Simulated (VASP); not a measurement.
# Bi (Fm-3m) in VASP: further runs

The runs below take Bi through single point, relaxation of cell and atoms, with PBE.

All numbers are computed with VASP 6.6.1; they aren't measurements. Logs are shortened: lines on timing, memory, paths and dates and some standing lists are left out, and cuts for length are marked.

## Step 1: The cell of the first run

Symmetry: Fm-3m, No. 225, cubic system. The conventional cell has a = 5.026 Å, b = 5.026 Å, c = 5.026 Å, α = 90.00°, β = 90.00°, γ = 90.00°. Bi (site symmetry m-3m) has 12 Bi at 3.55 Å within 4.7 Å.

This isn't the form of Bi at room conditions, which is rhombohedral.

## Step 2: Single point, PBE

The input, INCAR:

```
PREC = Accurate ; ENCUT = 520
EDIFF = 1E-7 ; ISMEAR = -1
SIGMA = 0.1 ; LREAL = False
LASPH = True ; NELM = 60
ALGO = Normal ; ISIF = 2
LWAVE = False ; LCHARG = False
GGA = PE ; NBANDS = 14
```

The input, KPOINTS:

```
regular mesh
0
Gamma
  15 15 15
```

The input, POSCAR:

```
Bi
1.0
    0.0000000000      2.5129803284      2.5129803284
    2.5129803284      0.0000000000      2.5129803284
    2.5129803284      2.5129803284      0.0000000000
Bi
1
Direct
    0.0000000000      0.0000000000      0.0000000000
```

Potentials or basis: VASP PAW PBE potentials, release 64 (Bi_d).

The run is started by

```
> cat potpaw_PBE.64/Bi_d/POTCAR > POTCAR
> mpirun -np 1 vasp_std > vasp.out
```

OUTCAR:

```text
PREC = Accurate
   ENCUT = 520
   EDIFF = 1E-7
   ISMEAR = -1
   LREAL = False
   LASPH = True
   NELM = 60
   ISIF = 2
   GGA = PE

 ion  position               nearest neighbor table
   1  0.000  0.000  0.000-

  LATTYP: Found a face centered cubic cell.
 ALAT       =     5.0259606568

  Lattice vectors:

 A1 = (   0.0000000000,   2.5129803284,   2.5129803284)
 A2 = (   2.5129803284,   0.0000000000,   2.5129803284)
 A3 = (   2.5129803284,   2.5129803284,   0.0000000000)

Analysis of symmetry for initial positions (statically):
=====================================================================
 Subroutine PRICEL returns:
 Original cell was already a primitive cell.

 Routine SETGRP: Setting up the symmetry group for a
 face centered cubic supercell.

 Subroutine GETGRP returns: Found 48 space group operations
 (whereof 48 operations were pure point group operations)
 out of a pool of 48 trial point group operations.

The static configuration has the point symmetry O_h .

Analysis of symmetry for dynamics (positions and initial velocities):
=====================================================================
 Subroutine PRICEL returns:
 Original cell was already a primitive cell.

 Routine SETGRP: Setting up the symmetry group for a
 face centered cubic supercell.

 Subroutine GETGRP returns: Found 48 space group operations
 (whereof 48 operations were pure point group operations)
 out of a pool of 48 trial point group operations.

The dynamic configuration has the point symmetry O_h .

 Subroutine INISYM returns: Found 48 space group operations
 (whereof 48 operations are pure point group operations),
 and found     1 'primitive' translations

----------------------------------------------------------------------------------------

                                     Primitive cell

  volume of cell :      31.7393

  direct lattice vectors                    reciprocal lattice vectors
     0.000000000  2.512980328  2.512980328    -0.198966938  0.198966938  0.198966938
     2.512980328  0.000000000  2.512980328     0.198966938 -0.198966938  0.198966938
     2.512980328  2.512980328  0.000000000     0.198966938  0.198966938 -0.198966938

  length of vectors
     3.553890862  3.553890862  3.553890862     0.344620845  0.344620845  0.344620845

  position of ions in fractional coordinates (direct lattice)
     0.000000000  0.000000000  0.000000000

  ion indices of the primitive-cell ions
   primitive index   ion index
                 1           1

----------------------------------------------------------------------------------------

 KPOINTS: regular mesh

Automatic generation of k-mesh.
 Grid dimensions read from file:
 generate k-points for:   15   15   15

 Generating k-lattice:

  Cartesian coordinates                     Fractional coordinates (reciprocal lattice)
    -0.013264463  0.013264463  0.013264463     0.066666667  0.000000000  0.000000000
     0.013264463 -0.013264463  0.013264463     0.000000000  0.066666667  0.000000000
     0.013264463  0.013264463 -0.013264463     0.000000000  0.000000000  0.066666667

  Length of vectors
     0.022974723  0.022974723  0.022974723

  Shift w.r.t. Gamma in fractional coordinates (k-lattice)
     0.000000000  0.000000000  0.000000000

 Subroutine IBZKPT returns following result:
 ===========================================

 Found    120 irreducible k-points:

 Following reciprocal coordinates:
            Coordinates               Weight
  0.000000  0.000000  0.000000      1.000000
  0.066667  0.000000  0.000000      8.000000
  0.133333  0.000000  0.000000      8.000000
  0.200000  0.000000  0.000000      8.000000
  0.266667  0.000000  0.000000      8.000000
  0.333333  0.000000  0.000000      8.000000
[... 16 lines left out ...]
  0.133333  0.133333  0.000000      6.000000
  0.200000  0.133333  0.000000     24.000000
 [... further k-points ...]
   k-points           NKPTS =    120   k-points in BZ     NKDIM =    120   number of bands    NBANDS=     14
   number of dos      NEDOS =    301   number of ions     NIONS =      1
   total plane-waves  NPLWV =  21952
   dimension x,y,z NGX =    28 NGY =   28 NGZ =   28
   dimension x,y,z NGXF=    56 NGYF=   56 NGZF=   56
   ions per type =               1
   NGX,Y,Z   is equivalent  to a cutoff of  13.10, 13.10, 13.10 a.u.
   NGXF,Y,Z  is equivalent  to a cutoff of  26.20, 26.20, 26.20 a.u.
 SYSTEM =  unknown system
   PREC   = accura    normal or accurate (medium, high low for compatibility)
   ISTART =      0    job   : 0-new  1-cont  2-samecut
   ICHARG =      2    charge: 1-file 2-atom 10-const
   ISPIN  =      1    spin polarized calculation?
   LNONCOLLINEAR =      F non collinear calculations
   LSORBIT =      F    spin-orbit coupling
   LASPH  =      T    aspherical Exc in radial PAW
   ENCUT  =  520.0 eV  38.22 Ry    6.18 a.u.   6.61  6.61  6.61*2*pi/ulx,y,z
   NELM   =     60;   NELMIN=  2; NELMDL= -5     # of ELM steps
   EDIFF  = 0.1E-06   stopping-criterion for ELM
   LREAL  =      F    real-space projection
   EDIFFG = 0.1E-05   stopping-criterion for IOM
   NSW    =      0    number of steps for IOM
   IBRION =     -1    ionic relax: 0-MD 1-quasi-New 2-CG
   NFREE  =      0    steps in history (QN), initial steepest desc. (CG)
   ISIF   =      2    stress and relaxation
   ISYM   =      2    0-nonsym 1-usesym 2-fastsym
   POTIM  = 0.5000    time-step for ionic-motion
   TEBEG  =    0.0;   TEEND  =   0.0 temperature during run
   PSTRESS=    0.0 pullay stress
   NELECT =      15.0000    total number of electrons
   NUPDOWN=      -1.0000    fix difference up-down
   EMIN   =  10.00;   EMAX   =-10.00  energy-range for DOS
   EFERMI =   0.00;   METHOD = LEGACY
   ISMEAR =    -1;   SIGMA  =   0.10  broadening in eV -4-tet -1-fermi 0-gaus
   EFERMI_NEDOS =   21; number of points for ismear=-14 and -15
   IALGO  =     38    algorithm
   IMIX   =      4    mixing-type and parameters
     AMIX     =   0.40;   BMIX     =  1.00
     AMIX_MAG =   1.60;   BMIX_MAG =  1.00
  volume/ion in A,a.u.               =      31.74       214.19
  Fermi-wavevector in a.u.,A,eV,Ry     =   1.275184  2.409748 22.124353  1.626094
  Thomas-Fermi vector in A             =   2.407910
   LORBIT       =      0    0 simple, 1 ext, 2 COOP (PROOUT), +10 PAW based schemes
   GGA     = PE    functional components
   LHFCALC =     F    Hartree Fock is set to
   AEXX    =    0.0000 exact exchange contribution
   IVDW    =     0    specifies the selected vdW correction
   LEPSILON=     F    determine dielectric tensor
   LRPA    =     F    only Hartree local field effects (RPA)
 non-spin polarized calculation
  energy-cutoff  :      520.00
  volume of cell :       31.74
 maximum number of plane-waves:       881
   NGX = 13   NGY = 13   NGZ = 13

 number of electron      15.0000001 magnetization

 Free energy of the ion-electron system (eV)
  ---------------------------------------------------
  ext. energy  EPLUGINS =         0.00000000
  ---------------------------------------------------
  free energy    TOTEN  =        -3.71638128 eV

  energy without entropy =       -3.69277507  energy(sigma->0) =       -3.70457817

 E-fermi :   7.7964     XC(G=0): -10.2029

 val. band max:        7.7882193139   @ k =  -0.4000   0.4000   0.2000
 cond. band min:       7.8081515655   @ k =   0.4667   0.4000   0.0000
 fundamental gap:      0.0199322516
 Fermi energy:         7.7963864756

 k-point     1 :       0.0000    0.0000    0.0000
  band No.  band energies     occupation
      1     -15.3333      2.00000
      2     -15.3333      2.00000
      3     -15.3333      2.00000
      4     -15.2680      2.00000
      5     -15.2680      2.00000
      6      -5.7150      2.00000
      7      12.5708      0.00000
      8      12.5708      0.00000
      9      12.5708      0.00000
     10      16.3752      0.00000
     11      16.8338      0.00000
     12      18.4597      0.00000
     13      18.4597      0.00000
     14      18.4597      0.00000

 k-point     2 :       0.0667    0.0000    0.0000
  band No.  band energies     occupation
      1     -15.3327      2.00000
      2     -15.3300      2.00000
      3     -15.3300      2.00000
      4     -15.2680      2.00000
      5     -15.2680      2.00000
      6      -5.6401      2.00000
      7      11.6499      0.00000
      8      12.4813      0.00000
      9      12.4813      0.00000
     10      16.3591      0.00000
     11      17.0343      0.00000
     12      18.6204      0.00000
     13      18.6204      0.00000
     14      19.4609      0.00000

 k-point     3 :       0.1333    0.0000    0.0000
  band No.  band energies     occupation
      1     -15.3313      2.00000
      2     -15.3224      2.00000
      3     -15.3224      2.00000
      4     -15.2665      2.00000
      5     -15.2665      2.00000
      6      -5.4175      2.00000
      7       9.8807      0.00000
      8      12.2466      0.00000
      9      12.2466      0.00000
     10      15.8026      0.00000
     11      18.1598      0.00000
     12      18.9861      0.00000
     13      18.9861      0.00000
     14      19.7273      0.00000

 k-point     4 :       0.2000    0.0000    0.0000
  band No.  band energies     occupation
      1     -15.3293      2.00000
      2     -15.3163      2.00000
      3     -15.3163      2.00000
      4     -15.2590      2.00000
      5     -15.2590      2.00000
      6      -5.0538      2.00000
      7       8.0060      0.21893
      8      11.9383      0.00000
      9      11.9383      0.00000
     10      15.3966      0.00000
     11      18.7747      0.00000
     12      18.9082      0.00000
     13      18.9082      0.00000
     14      19.4219      0.00000

 k-point     5 :       0.2667    0.0000    0.0000
  band No.  band energies     occupation
      1     -15.3275      2.00000
      2     -15.3161      2.00000
      3     -15.3161      2.00000
      4     -15.2434      2.00000
      5     -15.2434      2.00000
      6      -4.5658      2.00000
      7       6.2341      2.00000
      8      11.6236      0.00000
      9      11.6236      0.00000
     10      15.1384      0.00000
     11      17.9249      0.00000
[... 276 lines left out ...]
 k-point    22 :      -0.0667    0.0667    0.0000
  band No.  band energies     occupation
      1     -15.3334      2.00000
      2     -15.3262      2.00000
      3     -15.3225      2.00000
      4     -15.2710      2.00000
      5     -15.2645      2.00000
      6      -5.5160      2.00000
      7      10.7854      0.00000
      8      11.7815      0.00000
      9      12.5922      0.00000
     10      16.2748      0.00000
     11      17.3141      0.00000
     12      18.5809      0.00000
     13      19.4020      0.00000
     14      20.0274      0.00000

 k-point    23 :       0.1333    0.1333    0.0000
  band No.  band energies     occupation
      1     -15.3449      2.00000
      2     -15.3088      2.00000
      3     -15.3088      2.00000
      4     -15.2800      2.00000
      5     -15.2577      2.00000
      6      -5.3180      2.00000
      7      10.3883      0.00000
      8      11.3524      0.00000
      9      11.3524      0.00000
     10      15.3381      0.00000
     11      17.2893      0.00000
     12      19.4277      0.00000
     13      20.2047      0.00000
     14      20.2047      0.00000

 k-point    24 :       0.2000    0.1333    0.0000
  band No.  band energies     occupation
      1     -15.3479      2.00000
      2     -15.2996      2.00000
      3     -15.2980      2.00000
      4     -15.2822      2.00000
      5     -15.2506      2.00000
      6      -5.0499      2.00000
      7       9.0657      0.00001
      8      10.9115      0.00000
      9      11.0953      0.00000
     10      15.2123      0.00000
     11      16.5300      0.00000
     12      19.4336      0.00000
     13      20.7732      0.00000
     14      21.0678      0.00000

 [... further k-points ...]

------------------------ aborting loop because EDIFF is reached ----------------------------------------

  FORCE on cell =-STRESS in cart. coord.  units (eV):
  Direction    XX          YY          ZZ          XY          YZ          ZX
  --------------------------------------------------------------------------------------
  -------------------------------------------------------------------------------------
  Total       -0.0146031     -0.0146031     -0.0146031      0.0000000     -0.0000000     -0.0000000
  in kB       -0.7371545     -0.7371545     -0.7371545      0.0000000     -0.0000000     -0.0000000
  external PRESSURE =      -0.7371545 kB  Pullay stress =       0.0000000 kB

 VOLUME and BASIS-vectors are now :
 -----------------------------------------------------------------------------
  energy-cutoff  :      520.00
  volume of cell :       31.74
      direct lattice vectors                 reciprocal lattice vectors
     0.000000000  2.512980328  2.512980328    -0.198966938  0.198966938  0.198966938
     2.512980328  0.000000000  2.512980328     0.198966938 -0.198966938  0.198966938
     2.512980328  2.512980328  0.000000000     0.198966938  0.198966938 -0.198966938

 POSITION                                       TOTAL-FORCE (eV/Angst)
 -----------------------------------------------------------------------------------
      0.00000      0.00000      0.00000         0.000000      0.000000      0.000000
 -----------------------------------------------------------------------------------
    total drift:                               -0.000000     -0.000000     -0.000000

  FREE ENERGIE OF THE ION-ELECTRON SYSTEM (eV)
  ---------------------------------------------------
  free  energy   TOTEN  =        -3.7163812757 eV

  energy  without entropy=       -3.6927750670  energy(sigma->0) =       -3.70457817
```

Wall time 66 s (1 thread of Intel Xeon 8259CL, shared host); peak memory 0.19 GiB.

Results:

| Item | Value |
| --- | --- |
| Free energy | -3.7164 eV |
| Pressure | -0.1 GPa |
| Band gap on the k mesh | zero (an odd number of electrons rules out a gap without spin polarisation) |

Caveat: spin-orbit coupling is left out, which moves the levels of the heavy elements.

## Step 3: Relaxation of cell and atoms, PBE

This run uses another cell than the first one, of 32.00 Å³/atom.

The input, INCAR:

```
SYSTEM = Bi
PREC = Accurate
ENCUT = 600
EDIFF = 1E-7
ISMEAR = -1
SIGMA = 0.1
LREAL = .False.
LASPH = .True.
NELM = 60
ALGO = Normal
ISIF = 3
LWAVE = .False.
LCHARG = .False.
GGA = PE
IBRION = 2
NSW = 60
EDIFFG = -0.005
```

The input, KPOINTS:

```
regular mesh
0
Gamma
  15 15 15
  0 0 0
```

The input, POSCAR:

```
Bi
1.0
    0.0000000000      2.5198420998      2.5198420998
    2.5198420998      0.0000000000      2.5198420998
    2.5198420998      2.5198420998      0.0000000000
Bi
1
Direct
    0.0000000000      0.0000000000      0.0000000000
```

Potentials or basis: VASP PAW PBE potentials, release 64 (Bi_d).

The run is started by

```
> cat potpaw_PBE.64/Bi_d/POTCAR > POTCAR
> mpirun -np 1 vasp_std > vasp.out
```

Wall time 1.7 min (1 thread of Intel Xeon 8259CL, shared host); peak memory 0.2 GiB.

It converged, with:

```
Free energy                           : -3.7165 eV
Relaxed volume                        : 31.73 Å³/atom
Relaxed cell                          : a = 3.554 Å, b = 3.554 Å, c = 3.554 Å, α = 60.00°, β = 60.00°, γ = 60.00°
Space group after relaxing (to 0.1 Å) : Fm-3m (No. 225)
Energy gained by relaxing             : 0.4 meV/atom
Ionic steps                           : 3
Pressure after relaxing               : 0.0 GPa
Band gap on the k mesh                : zero (an odd number of electrons rules out a gap without spin polarisation)
```

The path:
```tsv
step	energy change (eV)	largest force (eV/Å)	pressure (GPa)	volume (Å³)
1	0.0000	0.0000	-0.42	32.00
2	-0.0003	0.0000	0.19	31.62
3	-0.0004	0.0000	0.01	31.73
```

Final structure:
```
Bi
1.0
     0.00000    2.51276    2.51276
     2.51276    0.00000    2.51276
     2.51276    2.51276    0.00000
Bi
1
Direct
  0.00000 0.00000 0.00000
```

Levels at points of the mesh, in eV from the Fermi level:
```csv
k point,band 5,band 6,band 7,band 8,band 9,band 10
"(0.00, 0.00, 0.00)",-23.06,-13.51,4.78,4.78,4.78,8.58
```

Caveat: spin-orbit coupling is left out, which moves the levels of the heavy elements.
